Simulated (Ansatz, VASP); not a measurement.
This is a calculation of NaCl for Ansatz 0.2.0.

Contents of input.yaml:

```yaml
crystal:
  lattice:
    - [3.5253839872, 0.0, 0.0]
    - [0.0, 3.5253839872, 0.0]
    - [0.0, 0.0, 3.5253839872]
  atoms:
    - { symbol: Cl, position: [0.5, 0.5, 0.5] }
    - { symbol: Na, position: [0.0, 0.0, 0.0] }
kpoints:
  mp_grid: { grid: [8, 8, 8] }
scf:
  occupations: { method: fermi_dirac, width: 0.05 }
hamiltonian:
  xc: pbe
  pseudopotentials: { kind: all_electron, lapw: { basis_error: 0.0005 } }
output:
  forces: true
  stress: true
  eigenvalues: true
```

Potentials or basis: all-electron LAPW, scalar-relativistic.

The run is started by

```console
$ ansatz run input.yaml --threads 1 --pin off --max-ram 3072MiB --backend cpu --events-out ev --progress --plain --runs-dir out
```

Translate it to VASP 6.6.1. Potentials there: VASP PAW PBE potentials, release 64 (Cl, Na_pv).

As run (the cutoff follows the program's own potentials):

INCAR

```
PREC = Accurate
ENCUT = 520
EDIFF = 1E-7
ISMEAR = -1
SIGMA = 0.05
LREAL = F
LASPH = T
NELM = 60
ALGO = Normal
ISIF = 2
LWAVE = F
LCHARG = T
GGA = PE
LELF = T
LVHAR = T
NBANDS = 14
```

Contents of KPOINTS:

```
regular mesh
0
Gamma
  8 8 8
```

POSCAR

```
NaCl
1.0
    3.5253839872      0.0000000000      0.0000000000
    0.0000000000      3.5253839872      0.0000000000
    0.0000000000      0.0000000000      3.5253839872
Cl Na
1 1
Direct
    0.5000000000      0.5000000000      0.5000000000
    0.0000000000      0.0000000000      0.0000000000
```

Potentials or basis: VASP PAW PBE potentials, release 64 (Cl, Na_pv).

Launch:

```sh
$ cat potpaw_PBE.64/Cl/POTCAR potpaw_PBE.64/Na_pv/POTCAR > POTCAR
$ mpirun -np 1 vasp_std > vasp.out
```

Both were run:

|  | VASP | Ansatz | Ansatz less VASP |
| --- | --- | --- | --- |
| gap on the k mesh at the Fermi level (eV) | 3.91 | 3.91 | 0.000 |
| least direct gap on the mesh (eV) | 4.39 | 4.39 | 0.000 |
| pressure (GPa) | -0.4 | -0.4 | +0.06 |

Ansatz ran all-electron here, and VASP with PAW potentials.
